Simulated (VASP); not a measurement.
# Cd: single point with PBEsol

Cd:

```
CELL_PARAMETERS angstrom
1.60803 0.92840 2.44929
-1.60803 0.92840 2.44929
0.00000 -1.85679 2.44929
ATOMIC_POSITIONS crystal
Cd 0.00000 0.00000 0.00000
```

```
Program             : VASP 6.6.1
Task                : single point
Functional          : PBEsol
Potentials or basis : VASP PAW PBE potentials, release 64 (Cd)
Cutoff              : 520 eV
k mesh              : 11 × 11 × 11
Occupations         : methfessel-paxton, width 0.2 eV
Spin                : no spin polarisation
```

```yaml
Pressure: -1.9 GPa
Band_gap_on_the_k_mesh: zero (band 6 reaches 3.89 eV, above the bottom of band 7 at 1.23 eV)
```

Stress tensor (GPa, compression positive):
```
-2.01  0.00  0.00
 0.00 -2.01  0.00
 0.00  0.00 -1.81
```

Levels at points of the mesh, in eV from the Fermi level:
```csv
k point,band 4,band 5,band 6,band 7,band 8,band 9
"(0.00, 0.00, 0.00)",-8.68,-8.52,-8.52,13.54,14.18,14.18
```

It took 39 s on 1 thread of Intel Xeon 6975P-C, on a shared host, peak memory 0.16 GiB.

Caveat: the PAW data sets were made with another functional, which shifts forces and pressure a little.
